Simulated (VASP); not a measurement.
# Zn in VASP: single point with LDA

Aim: the single point of Zn with LDA.

Program: VASP 6.6.1. These are calculated values, not measurements. Logs are shortened: lines on timing, memory, paths and dates and some standing lists are left out, and cuts for length are marked.

## 1. The cell of the first run

The cell holds a slab with vacuum, 3 atoms: a = 2.575 Å, b = 2.575 Å, c = 20.714 Å, α = 90.00°, β = 90.00°, γ = 120.00°.

## 2. Single point, LDA

Contents of POSCAR:

```
Zn
1.0
    2.5745889077      0.0000000000      0.0000000000
   -1.2872944539      2.2296593984      0.0000000000
    0.0000000000      0.0000000000     20.7136000000
Zn
3
Direct
    0.0000000000      0.0000000000      0.3862205764
    0.3333333340      0.6666666660      0.5000000000
    0.0000000000      0.0000000000      0.6137794236
```

Contents of INCAR.step1:

```
SYSTEM = Zn
ALGO = Normal
DIPOL = 0.5 0.5 0.500
EDIFF = 1E-6
ENCUT = 520
GGA = CA
IDIPOL = 3
ISIF = 2
ISMEAR = -1
LASPH = .TRUE.
LCHARG = .TRUE.
LDIPOL = .TRUE.
LREAL = .FALSE.
LWAVE = .FALSE.
NBANDS = 25
NELM = 80
PREC = Accurate
SIGMA = 0.1
```

Contents of KPOINTS.step1:

```
k-points
0
G
  16 16 1
  0 0 0
```

Contents of INCAR.step2:

```
SYSTEM = Zn
ALGO = Normal
DIPOL = 0.5 0.5 0.500
EDIFF = 1E-6
ENCUT = 520
GGA = CA
ICHARG = 11
IDIPOL = 3
ISIF = 2
ISMEAR = -5
LASPH = .TRUE.
LCHARG = .FALSE.
LDIPOL = .TRUE.
LORBIT = 10
LREAL = .FALSE.
LWAVE = .FALSE.
NBANDS = 25
NEDOS = 2001
NELM = 80
PREC = Accurate
SIGMA = 0.1
```

Contents of KPOINTS.step2:

```
k-points
0
G
  24 24 1
  0 0 0
```

Potentials or basis: VASP PAW LDA potentials, release 64 (Zn).

Started as:

```console
cat potpaw_LDA.64/Zn/POTCAR > POTCAR
cp INCAR.step1 INCAR
cp KPOINTS.step1 KPOINTS
mpirun -np 1 vasp_std > vasp.out
cp INCAR.step2 INCAR
cp KPOINTS.step2 KPOINTS
mpirun -np 1 vasp_std > vasp.out
```

OUTCAR:

```text
SYSTEM = Zn
   EDIFF = 1E-6
   ENCUT = 520
   GGA = CA
   ICHARG = 11
   ISIF = 2
   ISMEAR = -5
   LASPH = .TRUE.
   LORBIT = 10
   LREAL = .FALSE.
   NELM = 80
   PREC = Accurate

 ion  position               nearest neighbor table
   1  0.000  0.000  0.386-   2 2.79   2 2.79   2 2.79
   2  0.333  0.667  0.500-   1 2.79   3 2.79   1 2.79   3 2.79   1 2.79   3 2.79
   3  0.000  0.000  0.614-   2 2.79   2 2.79   2 2.79

  LATTYP: Found a hexagonal cell.
 ALAT       =     2.5745889077
 C/A-ratio  =     8.0454009330

  Lattice vectors:

 A1 = (   2.5745889077,   0.0000000000,   0.0000000000)
 A2 = (  -1.2872944539,   2.2296593984,   0.0000000000)
 A3 = (   0.0000000000,   0.0000000000,  20.7136000000)

Analysis of symmetry for initial positions (statically):
=====================================================================
 Subroutine PRICEL returns:
 Original cell was already a primitive cell.

 Routine SETGRP: Setting up the symmetry group for a
 hexagonal supercell.

 Subroutine GETGRP returns: Found 12 space group operations
 (whereof 12 operations were pure point group operations)
 out of a pool of 24 trial point group operations.

The static configuration has the point symmetry D_3h.

Analysis of symmetry for dynamics (positions and initial velocities):
=====================================================================
 Subroutine PRICEL returns:
 Original cell was already a primitive cell.

 Routine SETGRP: Setting up the symmetry group for a
 hexagonal supercell.

 Subroutine GETGRP returns: Found 12 space group operations
 (whereof 12 operations were pure point group operations)
 out of a pool of 24 trial point group operations.

The dynamic configuration has the point symmetry D_3h.

 Subroutine INISYM returns: Found 12 space group operations
 (whereof 12 operations are pure point group operations),
 and found     1 'primitive' translations

----------------------------------------------------------------------------------------

                                     Primitive cell

  volume of cell :     118.9055

  direct lattice vectors                    reciprocal lattice vectors
     2.574588908  0.000000000  0.000000000     0.388411523  0.224249498  0.000000000
    -1.287294454  2.229659398  0.000000000     0.000000000  0.448498995  0.000000000
     0.000000000  0.000000000 20.713600000     0.000000000  0.000000000  0.048277460

  length of vectors
     2.574588908  2.574588908 20.713600000     0.448498995  0.448498995  0.048277460

  position of ions in fractional coordinates (direct lattice)
     0.000000000  0.000000000  0.386220576
     0.333333334  0.666666666  0.500000000
     0.000000000  0.000000000  0.613779424

  ion indices of the primitive-cell ions
   primitive index   ion index
                 1           1
                 2           2
                 3           3

----------------------------------------------------------------------------------------

 KPOINTS: k-points

Automatic generation of k-mesh.
 Grid dimensions read from file:
 generate k-points for:   24   24    1

 Generating k-lattice:

  Cartesian coordinates                     Fractional coordinates (reciprocal lattice)
     0.016183813  0.009343729  0.000000000     0.041666667 -0.000000000  0.000000000
     0.000000000  0.018687458  0.000000000     0.000000000  0.041666667  0.000000000
     0.000000000  0.000000000  0.048277460     0.000000000  0.000000000  1.000000000

  Length of vectors
     0.018687458  0.018687458  0.048277460

  Shift w.r.t. Gamma in fractional coordinates (k-lattice)
     0.000000000  0.000000000  0.000000000

 TETIRR: Found    298 inequivalent tetrahedra from     3456

 Subroutine IBZKPT returns following result:
 ===========================================

 Found     61 irreducible k-points:

 Following reciprocal coordinates:
            Coordinates               Weight
  0.000000  0.000000  0.000000      1.000000
  0.041667  0.000000  0.000000      6.000000
  0.083333 -0.000000  0.000000      6.000000
  0.125000  0.000000  0.000000      6.000000
  0.166667  0.000000  0.000000      6.000000
  0.208333  0.000000  0.000000      6.000000
[... 16 lines left out ...]
  0.416667  0.041667  0.000000     12.000000
  0.458333  0.041667  0.000000     12.000000
 [... further k-points ...]
   k-points           NKPTS =     61   k-points in BZ     NKDIM =     61   number of bands    NBANDS=     25
   number of dos      NEDOS =   2001   number of ions     NIONS =      3
   total plane-waves  NPLWV =  64000
   dimension x,y,z NGX =    20 NGY =   20 NGZ =  160
   dimension x,y,z NGXF=    40 NGYF=   40 NGZF=  320
   ions per type =               3
   NGX,Y,Z   is equivalent  to a cutoff of  12.91, 12.91, 12.84 a.u.
   NGXF,Y,Z  is equivalent  to a cutoff of  25.83, 25.83, 25.68 a.u.
 SYSTEM =  Zn
   PREC   = accura    normal or accurate (medium, high low for compatibility)
   ISTART =      0    job   : 0-new  1-cont  2-samecut
   ICHARG =     11    charge: 1-file 2-atom 10-const
   ISPIN  =      1    spin polarized calculation?
   LNONCOLLINEAR =      F non collinear calculations
   LSORBIT =      F    spin-orbit coupling
   LASPH  =      T    aspherical Exc in radial PAW
   ENCUT  =  520.0 eV  38.22 Ry    6.18 a.u.   4.79  4.79 38.51*2*pi/ulx,y,z
   NELM   =     80;   NELMIN=  2; NELMDL=  0     # of ELM steps
   EDIFF  = 0.1E-05   stopping-criterion for ELM
   LREAL  =      F    real-space projection
   EDIFFG = 0.1E-04   stopping-criterion for IOM
   NSW    =      0    number of steps for IOM
   IBRION =     -1    ionic relax: 0-MD 1-quasi-New 2-CG
   NFREE  =      0    steps in history (QN), initial steepest desc. (CG)
   ISIF   =      2    stress and relaxation
   ISYM   =      2    0-nonsym 1-usesym 2-fastsym
   POTIM  = 0.5000    time-step for ionic-motion
   TEBEG  =    0.0;   TEEND  =   0.0 temperature during run
   PSTRESS=    0.0 pullay stress
   NELECT =      36.0000    total number of electrons
   NUPDOWN=      -1.0000    fix difference up-down
   EMIN   =  10.00;   EMAX   =-10.00  energy-range for DOS
   EFERMI =   0.00;   METHOD = LEGACY
   ISMEAR =    -5;   SIGMA  =   0.10  broadening in eV -4-tet -1-fermi 0-gaus
   EFERMI_NEDOS =   21; number of points for ismear=-14 and -15
   IALGO  =     38    algorithm
   IMIX   =      4    mixing-type and parameters
     AMIX     =   0.40;   BMIX     =  1.00
     AMIX_MAG =   1.60;   BMIX_MAG =  1.00
  volume/ion in A,a.u.               =      39.64       267.47
  Fermi-wavevector in a.u.,A,eV,Ry     =   1.099280  2.077338 16.441505  1.208417
  Thomas-Fermi vector in A             =   2.235672
   LORBIT       =     10    0 simple, 1 ext, 2 COOP (PROOUT), +10 PAW based schemes
   GGA     = CA    functional components
   LHFCALC =     F    Hartree Fock is set to
   AEXX    =    0.0000 exact exchange contribution
   IVDW    =     0    specifies the selected vdW correction
   LEPSILON=     F    determine dielectric tensor
   LRPA    =     F    only Hartree local field effects (RPA)
 non-spin polarized calculation
 Fermi weights with tetrahedron method with Bloechl corrections
  energy-cutoff  :      520.00
  volume of cell :      118.91
 maximum number of plane-waves:      3224
 NGX is ok and might be reduce to    20

 number of electron      36.0000019 magnetization

 dipolmoment           0.000000      0.000000     -0.000000 electrons x Angstroem

 Free energy of the ion-electron system (eV)
  ---------------------------------------------------
  ext. energy  EPLUGINS =         0.00000000
  ---------------------------------------------------
  free energy    TOTEN  =        -5.24711565 eV

  energy without entropy =       -5.24711565  energy(sigma->0) =       -5.24711565

 E-fermi :  -1.8345     XC(G=0):  -5.1340

 val. band max:       -1.8547250757   @ k =   0.3333   0.2500   0.0000
 cond. band min:      -1.8866428310   @ k =   0.3750   0.2083   0.0000
 fundamental gap:     -0.0319177553
 Fermi energy:        -1.8345371879

 k-point     1 :       0.0000    0.0000    0.0000
  band No.  band energies     occupation
      1     -12.3401      2.00000
      2     -11.0042      2.00000
      3     -10.6831      2.00000
      4      -9.7917      2.00000
      5      -9.6387      2.00000
      6      -9.6387      2.00000
[... 17 lines left out ...]
     24       4.2255      0.00000
     25       6.7130      0.00000

 k-point     2 :       0.0417    0.0000    0.0000
  band No.  band energies     occupation
      1     -12.2856      2.00000
      2     -10.9578      2.00000
      3     -10.6537      2.00000
      4      -9.7865      2.00000
      5      -9.6465      2.00000
      6      -9.6245      2.00000
[... 17 lines left out ...]
     24       4.2766      0.00000
     25       6.7626      0.00000

 k-point     3 :       0.0833   -0.0000    0.0000
  band No.  band energies     occupation
      1     -12.1238      2.00000
      2     -10.8230      2.00000
      3     -10.5699      2.00000
      4      -9.7730      2.00000
      5      -9.6668      2.00000
      6      -9.5827      2.00000
[... 552 lines left out ...]
 k-point    23 :       0.4167    0.0417    0.0000
  band No.  band energies     occupation
      1     -10.4743      2.00000
      2     -10.2820      2.00000
      3     -10.2173      2.00000
      4     -10.0622      2.00000
      5      -9.8606      2.00000
      6      -9.5831      2.00000
[... 17 lines left out ...]
     24       6.6104      0.00000
     25       7.9924      0.00000

 k-point    24 :       0.4583    0.0417    0.0000
  band No.  band energies     occupation
      1     -10.4895      2.00000
      2     -10.2999      2.00000
      3     -10.2309      2.00000
      4     -10.0810      2.00000
      5      -9.8710      2.00000
      6      -9.6005      2.00000
[... 17 lines left out ...]
     24       6.6865      0.00000
     25       8.3820      0.00000

 [... further k-points ...]

------------------------ aborting loop because EDIFF is reached ----------------------------------------

 vacuum level on the upper side and lower side of the slab       (xc-potential included)        -0.151        -0.151

  FORCE on cell =-STRESS in cart. coord.  units (eV):
  Direction    XX          YY          ZZ          XY          YZ          ZX
  --------------------------------------------------------------------------------------
  -------------------------------------------------------------------------------------
  Total       -1.4654255     -1.4654255      0.0010290      0.0000000      0.0000000      0.0000000
  in kB      -19.7456903    -19.7456903      0.0138649      0.0000000      0.0000000      0.0000000
  external PRESSURE =     -13.1591719 kB  Pullay stress =       0.0000000 kB

 VOLUME and BASIS-vectors are now :
 -----------------------------------------------------------------------------
  energy-cutoff  :      520.00
  volume of cell :      118.91
      direct lattice vectors                 reciprocal lattice vectors
     2.574588908  0.000000000  0.000000000     0.388411523  0.224249498  0.000000000
    -1.287294454  2.229659398  0.000000000     0.000000000  0.448498995  0.000000000
     0.000000000  0.000000000 20.713600000     0.000000000  0.000000000  0.048277460

 POSITION                                       TOTAL-FORCE (eV/Angst)
 -----------------------------------------------------------------------------------
      0.00000      0.00000      8.00002        -0.000000     -0.000000     -0.009005
      0.00000      1.48644     10.35680         0.000000      0.000000      0.000000
      0.00000      0.00000     12.71358        -0.000000     -0.000000      0.009005
 -----------------------------------------------------------------------------------
    total drift:                                0.004041     -0.002333     -0.000000

  FREE ENERGIE OF THE ION-ELECTRON SYSTEM (eV)
  ---------------------------------------------------
  free  energy   TOTEN  =        -5.2471156499 eV

  energy  without entropy=       -5.2471156499  energy(sigma->0) =       -5.24711565

 vacuum level on the upper side and lower side of the slab         2.628         2.628

 total charge

# of ion       s       p       d       tot
------------------------------------------
    1        0.624   0.481   9.719  10.823
    2        0.626   0.535   9.726  10.887
    3        0.624   0.481   9.719  10.823
--------------------------------------------------
tot          1.873   1.496  29.163  32.532
```

Run time: 97 s. Hardware: 1 thread of Intel Xeon 6975P-C (Granite Rapids), shared host; peak memory 0.27 GiB.

Results:

```
Valence electrons inside the program's atomic spheres : Zn 10.82, 10.89 (each value once)
```

Caveat: tetrahedron occupations give inexact forces and stress in metals.
